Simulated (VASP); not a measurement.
# HgTe (R3m) in VASP: notebook, part 2 of 2

VASP 6.6.1. The steps go on from the part before.

## Step 3: Single point, r2SCAN, non-collinear spin, zero start, spin-orbit coupling (epitaxial 111 strain -1.0%)

Input file POSCAR:

```
HgTe
1.0
    0.0389900253      3.2952563328      3.2952563328
    3.2952563328      0.0389900253      3.2952563328
    3.2952563328      3.2952563328      0.0389900253
Hg Te
1 1
Direct
    0.0013308318      0.0013308318      0.0013308318
    0.2486691682      0.2486691682      0.2486691682
```

Input file INCAR.step1:

```
SYSTEM = HgTe
ALGO = Normal ; EDIFF = 1E-4
ENCUT = 520 ; GGA = PE
GGA_COMPAT = .False. ; ISMEAR = -1
LASPH = .True. ; LCHARG = .False.
LREAL = .False. ; LSORBIT = .True.
LWAVE = .True. ; MAGMOM = 0 0 0 0 0 0
NBANDS = 30 ; NELM = 150
PREC = Accurate ; SIGMA = 0.02
```

Input file INCAR.step2:

```
SYSTEM = HgTe
ALGO = Normal ; EDIFF = 1E-6
ENCUT = 520 ; GGA_COMPAT = .False.
ISIF = 2 ; ISMEAR = -1
ISTART = 1 ; LASPH = .True.
LCHARG = .False. ; LMIXTAU = .True.
LORBIT = 11 ; LORBMOM = .True.
LREAL = .False. ; LSORBIT = .True.
LWAVE = .False. ; MAGMOM = 0 0 0 0 0 0
METAGGA = R2SCAN ; NBANDS = 30
NELM = 150 ; PREC = Accurate
SIGMA = 0.02
```

Input file KPOINTS:

```
k-points
0
Gamma
  6 6 6
  0 0 0
```

Potentials or basis: VASP PAW PBE potentials, release 64 (Hg, Te).

The run is started by

```
cat potpaw_PBE.64/Hg/POTCAR potpaw_PBE.64/Te/POTCAR > POTCAR
cp INCAR.step1 INCAR
mpirun -np 1 vasp_ncl > vasp.out
cp INCAR.step2 INCAR
mpirun -np 1 vasp_ncl > vasp.out
```

OUTCAR:

```text
SYSTEM = HgTe
   EDIFF = 1E-6
   ENCUT = 520
   ISIF = 2
   ISMEAR = -1
   ISTART = 1
   LASPH = .True.
   LORBIT = 11
   LREAL = .False.
   LSORBIT = .True.
   METAGGA = R2SCAN
   NELM = 150
   PREC = Accurate

 ion  position               nearest neighbor table
   1  0.001  0.001  0.001-   2 2.84   2 2.84   2 2.84   2 2.84
   2  0.249  0.249  0.249-   1 2.84   1 2.84   1 2.84   1 2.84

  LATTYP: Found a trigonal (rhomboedric) cell.
 ALAT       =     4.6603593016
 COS(alpha) =     0.5117963418

  Lattice vectors:

 A1 = (   0.0389900253,   3.2952563328,   3.2952563328)
 A2 = (   3.2952563328,   0.0389900253,   3.2952563328)
 A3 = (   3.2952563328,   3.2952563328,   0.0389900253)

Analysis of symmetry for initial positions (statically):
=====================================================================
 Subroutine PRICEL returns:
 Original cell was already a primitive cell.

 Routine SETGRP: Setting up the symmetry group for a
 trigonal (rhombohedral) supercell.

 Subroutine GETGRP returns: Found  6 space group operations
 (whereof  6 operations were pure point group operations)
 out of a pool of 12 trial point group operations.

The static configuration has the point symmetry C_3v.

Analysis of symmetry for dynamics (positions and initial velocities):
=====================================================================
 Subroutine PRICEL returns:
 Original cell was already a primitive cell.

 Routine SETGRP: Setting up the symmetry group for a
 trigonal (rhombohedral) supercell.

 Subroutine GETGRP returns: Found  6 space group operations
 (whereof  6 operations were pure point group operations)
 out of a pool of 12 trial point group operations.

The dynamic configuration has the point symmetry C_3v.

Analysis of structural, dynamic, and magnetic symmetry:
=====================================================================
 Subroutine PRICEL returns:
 Original cell was already a primitive cell.

 Routine SETGRP: Setting up the symmetry group for a
 trigonal (rhombohedral) supercell.

 Subroutine GETGRP returns: Found  6 space group operations
 (whereof  6 operations were pure point group operations)
 out of a pool of 12 trial point group operations.
[... 1003 lines left out ...]
           -0.000   0.000   0.000

 orbital moment (z)

 # of ion     p       d       tot
 ----------------------------------------
  1        -0.000   0.000   0.000
  2         0.000   0.000   0.000
 ----------------------------------------
           -0.000   0.000   0.000

 Spin-Orbit-Coupling matrix elements

 Ion:    1  E_soc:     -0.5647908
 l=   1
     0.0000000    -0.0286632    -0.0286632
    -0.0286632     0.0000000    -0.0286632
    -0.0286632    -0.0286632     0.0000000
 l=   2
     0.0000000    -0.0130532     0.0000000    -0.0130532    -0.0524153
    -0.0130532     0.0000000    -0.0393115    -0.0130532    -0.0131038
     0.0000000    -0.0393115     0.0000000    -0.0393115     0.0000000
    -0.0130532    -0.0130532    -0.0393115     0.0000000    -0.0131038
    -0.0524153    -0.0131038     0.0000000    -0.0131038     0.0000000
 l=   3
     0.0000000     0.0000000     0.0000000     0.0000000     0.0000000     0.0000000     0.0000000
     0.0000000     0.0000000     0.0000000     0.0000000     0.0000000     0.0000000     0.0000000
     0.0000000     0.0000000     0.0000000     0.0000000     0.0000000     0.0000000     0.0000000
     0.0000000     0.0000000     0.0000000     0.0000000     0.0000000     0.0000000     0.0000000
     0.0000000     0.0000000     0.0000000     0.0000000     0.0000000     0.0000000     0.0000000
     0.0000000     0.0000000     0.0000000     0.0000000     0.0000000     0.0000000     0.0000000
     0.0000000     0.0000000     0.0000000     0.0000000     0.0000000     0.0000000     0.0000000

 Ion:    2  E_soc:     -0.2048325
 l=   1
     0.0000000    -0.0340092    -0.0340092
    -0.0340092     0.0000000    -0.0340092
    -0.0340092    -0.0340092     0.0000000
 l=   2
     0.0000000    -0.0000523     0.0000000    -0.0000523    -0.0000773
    -0.0000523     0.0000000    -0.0000580    -0.0000523    -0.0000193
     0.0000000    -0.0000580     0.0000000    -0.0000580     0.0000000
    -0.0000523    -0.0000523    -0.0000580     0.0000000    -0.0000193
    -0.0000773    -0.0000193     0.0000000    -0.0000193     0.0000000
 l=   3
     0.0000000     0.0000000     0.0000000     0.0000000     0.0000000     0.0000000     0.0000000
     0.0000000     0.0000000     0.0000000     0.0000000     0.0000000     0.0000000     0.0000000
     0.0000000     0.0000000     0.0000000     0.0000000     0.0000000     0.0000000     0.0000000
     0.0000000     0.0000000     0.0000000     0.0000000     0.0000000     0.0000000     0.0000000
     0.0000000     0.0000000     0.0000000     0.0000000     0.0000000     0.0000000     0.0000000
     0.0000000     0.0000000     0.0000000     0.0000000     0.0000000     0.0000000     0.0000000
     0.0000000     0.0000000     0.0000000     0.0000000     0.0000000     0.0000000     0.0000000

 total charge

# of ion       s       p       d       tot
------------------------------------------
    1        0.730   0.400   9.360  10.491
    2        1.372   1.994   0.030   3.396
--------------------------------------------------
tot          2.102   2.395   9.390  13.886

 magnetization (x)

# of ion       s       p       d       tot
------------------------------------------
    1       -0.000   0.000  -0.000  -0.000
    2        0.000   0.000   0.000   0.000
--------------------------------------------------
tot         -0.000   0.000  -0.000  -0.000

 magnetization (y)

# of ion       s       p       d       tot
------------------------------------------
    1        0.000   0.000   0.000   0.000
    2        0.000   0.000  -0.000  -0.000
--------------------------------------------------
tot          0.000   0.000  -0.000  -0.000

 magnetization (z)

# of ion       s       p       d       tot
------------------------------------------
    1        0.000   0.000   0.000   0.000
    2        0.000  -0.000   0.000  -0.000
--------------------------------------------------
tot          0.000  -0.000   0.000   0.000
```

OUTCAR.step1:

```text
SYSTEM = HgTe
   EDIFF = 1E-4
   ENCUT = 520
   GGA = PE
   ISMEAR = -1
[... 1079 lines left out ...]
     0.0000000     0.0000000     0.0000000     0.0000000     0.0000000     0.0000000     0.0000000
     0.0000000     0.0000000     0.0000000     0.0000000     0.0000000     0.0000000     0.0000000
     0.0000000     0.0000000     0.0000000     0.0000000     0.0000000     0.0000000     0.0000000
     0.0000000     0.0000000     0.0000000     0.0000000     0.0000000     0.0000000     0.0000000
     0.0000000     0.0000000     0.0000000     0.0000000     0.0000000     0.0000000     0.0000000
     0.0000000     0.0000000     0.0000000     0.0000000     0.0000000     0.0000000     0.0000000

=======================================================================

 ========================================================
```

It took 13 min on 1 thread of AMD EPYC 9R45 (Zen 5), shared host; peak memory 0.53 GiB.

Results:

* Free energy: -75.5310 eV
* Pressure: 0.3 GPa
* Net moment: 0.00 μB per cell
* Valence electrons inside the program's atomic spheres: Hg 10.49; Te 3.40

Stress tensor (GPa, compression positive):
```
 0.30 -0.23 -0.23
-0.23  0.30 -0.23
-0.23 -0.23  0.30
```

Moments on the atoms (μB; x, y, z):
```
Hg  0.00 0.00 0.00
Te  0.00 0.00 0.00
```

Caveat: the cell differs from its parent crystal (epitaxial 111 strain -1.0%); the PAW data sets were made with another functional, which shifts forces and pressure a little.
